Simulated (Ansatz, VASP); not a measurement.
# SiC: VASP beside Ansatz

```
Si C
1.0
     3.14907    0.00000    0.00000
    -1.57454    2.72718    0.00000
     0.00000    0.00000    4.89177
Si C
2 2
Direct
  0.33333 0.66667 0.00456
  0.66667 0.33333 0.50456
  0.33333 0.66667 0.35062
  0.66667 0.33333 0.85062
```

Alike in both runs: task single point; functional PBE; k mesh 12 × 12 × 6; occupations gaussian, width 0.05 eV; no spin polarisation.

|  | VASP | Ansatz |
| --- | --- | --- |
| version | VASP 6.6.1 | Ansatz 0.2.0 |
| potentials or method | VASP PAW PBE potentials, release 64 (Si, C), cutoff 520 eV | scalar-relativistic, plane waves, PAW |
| valence electrons in the cell | 16 | 16 |

```tsv
	VASP	Ansatz	Ansatz less VASP
gap on the k mesh at the Fermi level (eV)	1.62	1.62	+0.003
least direct gap on the mesh (eV)	3.20	3.20	+0.006
pressure (GPa)	7.7	7.8	+0.07
traceless stress, the component that is largest in VASP (GPa)	42.68	42.65	-0.034
rms of the force components (eV/Å)	2.860	2.862	+0.0022
```

Atom by atom the forces differ by 0.002 eV/Å (rms over components).
